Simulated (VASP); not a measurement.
A run of VASP 6.6.1 is set up as follows.

File INCAR:

```
  PREC = Accurate
  ENCUT = 500
  EDIFF = 1E-6
  ISMEAR = 1
  SIGMA = 0.2
  LREAL = False
  LASPH = True
  NELM = 120
  ALGO = Normal
  ISIF = 2
  LWAVE = False
  LCHARG = False
  GGA = CA
  NBANDS = 18
  GGA_COMPAT = False
```

KPOINTS

```
regular mesh
0
Gamma
  5 5 3
```

File POSCAR:

```
TaS2
1.0
    3.3500000000      0.0000000000      0.0000000000
   -1.6750000000      2.9011851027      0.0000000000
    0.0000000000      0.0000000000      5.8600000000
Ta S
1 2
Direct
    0.0000000000      0.0000000000      0.0000000000
    0.3333333333      0.6666666667      0.2500000000
    0.6666666667      0.3333333333      0.7500000000
```

Potentials or basis: VASP PAW LDA potentials, release 64 (Ta_pv, S).

Command:

```sh
$ cat potpaw_LDA.64/Ta_pv/POTCAR potpaw_LDA.64/S/POTCAR > POTCAR
$ mpirun -np 1 vasp_std > vasp.out
```

(1) Predict the largest force.

(2) What does it give for the pressure?

Answers

(1) 0.702 eV/Å.

(2) 2.1 GPa.

Caveat: the k points lie up to 0.43 Å⁻¹ apart.
